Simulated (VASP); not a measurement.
ScAgTe2: single point with r2SCAN

Crystal: ScAgTe2.

```xyz
4
Lattice="2.1060 1.2159 7.0056 -2.1060 1.2159 7.0056 0.0000 -2.4318 7.0056" Properties=species:S:1:pos:R:3 pbc="T T T"
Ag    2.1060    1.2159    7.0056
Sc    0.0000    0.0000   10.5084
Te    0.0000    0.0000    5.1815
Te    0.0000    0.0000   15.8354
```

```yaml
Program: VASP 6.6.1
Task: single point
Functional: r2SCAN
Potentials_or_basis: VASP PAW PBE potentials, release 64 (Ag, Sc_sv, Te)
Cutoff: 520 eV
k_mesh: 6 × 6 × 6
Occupations: gaussian, width 0.01 eV
Spin: no spin polarisation
```

```json
{
 "Pressure": "0.1 GPa",
 "Largest force": "0.033 eV/Å",
 "Band gap on the k mesh": "0.61 eV, indirect (least direct gap 1.15 eV)"
}
```

Forces in eV/Å, atoms in the order of the input:
```
Ag   0.000  0.000  0.000
Sc   0.000  0.000  0.000
Te   0.000  0.000  0.033
Te   0.000  0.000 -0.033
```

Levels at points of the mesh, in eV from the valence-band top:
| k point | band 14 | band 15 | band 16 | band 17 | band 18 | band 19 | band 20 | band 21 |
| --- | --- | --- | --- | --- | --- | --- | --- | --- |
| (0.00, 0.00, 0.00) | -1.71 | -0.68 | -0.54 | -0.54 | 1.19 | 1.19 | 1.28 | 2.95 |
| (0.50, 0.00, 0.00) | -3.11 | -2.41 | -1.57 | -1.04 | 0.84 | 1.83 | 1.98 | 2.54 |
| (0.50, 0.50, 0.00) | -2.23 | -2.14 | -1.50 | -1.09 | 0.61 | 1.49 | 1.88 | 2.00 |
| (0.50, 0.50, 0.50) | -2.11 | -2.11 | 0.00 | 0.00 | 1.15 | 1.15 | 1.48 | 2.87 |

Wall time 9 min on 1 thread of Intel(R) Xeon(R) 6975P-C (Granite Rapids), on a shared host, peak memory 0.5 GiB.

Caveat: the PAW data sets were made with another functional, which shifts forces and pressure a little; spin-orbit coupling is left out, which moves the levels of the heavy elements. A k mesh can miss the band edges.
